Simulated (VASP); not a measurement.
PbS: single point with PBE

PbS:

```
Pb S
1.0
     0.00000    5.93150    5.93150
     5.93150    0.00000    5.93150
     2.96575    2.96575    0.00000
Pb S
4 4
Direct
  0.99703 0.00288 0.00412
  0.99954 0.50085 0.99996
  0.50223 0.99167 0.00437
  0.50038 0.50677 0.99944
  0.24690 0.26107 0.49628
  0.26210 0.74147 0.48294
  0.75753 0.24013 0.50207
  0.74047 0.73905 0.50881
```

```json
{"Program": "VASP 6.6.1", "Task": "single point", "Functional": "PBE", "Potentials or basis": "VASP PAW PBE potentials, release 64 (Pb_d, S)", "Cutoff": "400 eV", "k mesh": "2 × 2 × 2", "Occupations": "methfessel-paxton, width 0.05 eV", "Spin": "no spin polarisation"}
```

The pressure is 3.2 GPa and the largest force is 0.649 eV/Å. The band gap on the k mesh is 0.34 eV.

Forces on the atoms (eV/Å):
```
Pb   0.150 -0.033  0.198
Pb  -0.076  0.160 -0.044
Pb   0.231 -0.145  0.103
Pb  -0.034  0.036 -0.242
S   -0.273 -0.029 -0.588
S    0.131  0.009  0.088
S   -0.247 -0.007  0.188
S    0.119  0.009  0.296
```

Stress tensor (GPa, compression positive):
```
 4.01  1.01 -0.17
 1.01  3.60  0.14
-0.17  0.14  2.03
```

Levels at points of the mesh, in eV from the valence-band top:
```
           k point  band 36  band 37  band 38  band 39  band 40  band 41  band 42  band 43  band 44  band 45
(0.00, 0.00, 0.00)    -1.80    -1.76    -1.75    -0.07     0.00     0.35     0.40     1.92     1.94     1.95
(0.50, 0.00, 0.00)    -2.02    -1.92    -1.90    -1.19    -1.15     2.25     2.33     2.69     2.92     3.10
(0.00, 0.50, 0.00)    -2.03    -1.93    -1.87    -1.22    -1.12     2.22     2.39     2.69     2.82     3.10
(0.50, 0.50, 0.00)    -1.83    -1.77    -1.64    -0.85    -0.79     1.40     1.44     2.26     2.27     2.54
(0.00, 0.00, 0.50)    -1.80    -1.77    -1.76    -0.07    -0.01     0.34     0.39     1.93     1.94     1.94
(0.50, 0.00, 0.50)    -2.70    -2.31    -2.27    -2.12    -2.06     2.72     2.74     2.80     2.87     3.72
(0.00, 0.50, 0.50)    -2.66    -2.28    -2.26    -2.18    -2.10     2.67     2.74     2.90     2.93     3.59
(0.50, 0.50, 0.50)    -1.91    -1.08    -1.04    -0.79    -0.71     1.36     1.41     2.13     2.14     2.43
```

It took 41 s on 1 thread of Intel(R) Xeon(R) 6975P-C (Granite Rapids), on a shared host, peak memory 0.29 GiB.

Caveat: the k points lie up to 0.75 Å⁻¹ apart; spin-orbit coupling is left out, which moves the levels of the heavy elements. A k mesh can miss the band edges.
